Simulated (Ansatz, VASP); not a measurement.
# Gd: VASP beside Ansatz

INCAR

```
SYSTEM = Gd
PREC = Accurate
ENCUT = 520
EDIFF = 1E-6
ISMEAR = -1
SIGMA = 0.05
LREAL = .False.
LASPH = .True.
NELM = 150
ALGO = Normal
ISIF = 2
LWAVE = .False.
LCHARG = .False.
ISPIN = 2
MAGMOM = 5.2
LORBIT = 11
NUPDOWN = 5.2
LMAXMIX = 6
GGA = PS
NBANDS = 19
```

KPOINTS

```
Automatic mesh
0
Gamma
  8 8 8
  0 0 0
```

POSCAR

```
Gd
1.0
   -2.0250000000      2.0250000000      2.0250000000
    2.0250000000     -2.0250000000      2.0250000000
    2.0250000000      2.0250000000     -2.0250000000
Gd
1
Direct
    0.0000000000      0.0000000000      0.0000000000
```

File input.yaml:

```yaml
crystal:
  lattice:
    - [-2.025, 2.025, 2.025]
    - [2.025, -2.025, 2.025]
    - [2.025, 2.025, -2.025]
  atoms:
    - { symbol: Gd, position: [0.0, 0.0, 0.0], spin: 5.2 }
hamiltonian:
  xc: pbesol
  pseudopotentials: { kind: paw }
magnetization:
  spin_polarized: true
  initial_magnetization: 5.2
  spin_locking: { lock_magnetization: hard }
kpoints:
  mp_grid: { grid: [8, 8, 8] }
scf:
  occupations: { method: fermi_dirac, width: 0.05 }
  lower_state_search: "off"
output:
  forces: true
  stress: true
  eigenvalues: true
  write_density: true
  write_potential: true
  elf: true
  volumetric_format: npy
```

Alike in both runs: task single point; functional PBEsol; k mesh 8 × 8 × 8; occupations fermi-dirac, width 0.05 eV; collinear spin; fixed moment 5.2 μB.

|  | VASP | Ansatz |
| --- | --- | --- |
| version | VASP 6.6.1 | Ansatz 0.2.0 |
| potentials or method | VASP PAW PBE potentials, release 64 (Gd) | Ansatz PAW |
| plane-wave cutoff (eV) | 520 | 420 |
| valence electrons in the cell | 18 | 18 |

```tsv
	VASP	Ansatz	Ansatz less VASP
pressure (GPa)	1.0	1.1	+0.05
net moment per atom (μB)	5.20	5.20	0.000
size of the moment on the site where the two differ most (μB)	6.16	5.94	-0.217
```

VASP's potentials were made for PBE, not for PBEsol. Site moments also hang on the region over which each program counts them.

Neither program's run includes spin-orbit coupling.
